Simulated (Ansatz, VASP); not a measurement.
One calculation of Rh, two programs

```
Rh
1.0
     0.00000    1.90081    1.90081
     1.90081    0.00000    1.90081
     1.90081    1.90081    0.00000
Rh
1
Cartesian
  0.0000 0.0000 0.0000
```

Alike in both runs: task single point; functional r2SCAN; k mesh 14 × 14 × 14; occupations gaussian, width 0.01 eV; no spin polarisation.

```csv
,VASP,Ansatz
version,VASP 6.6.1,Ansatz 0.2.0
potentials or method,"VASP PAW PBE potentials, release 64 (Rh_sv_GW), cutoff 580 eV","plane waves (500 eV) with PAW, scalar-relativistic"
valence electrons in the cell,17,17
```

Ansatz gave:

| Property | Result |
| --- | --- |
| pressure (GPa) | -0.4 |

Which values does VASP return?

Pressure (GPa): -2.0.

VASP's potentials were made for PBE, not for r2SCAN.
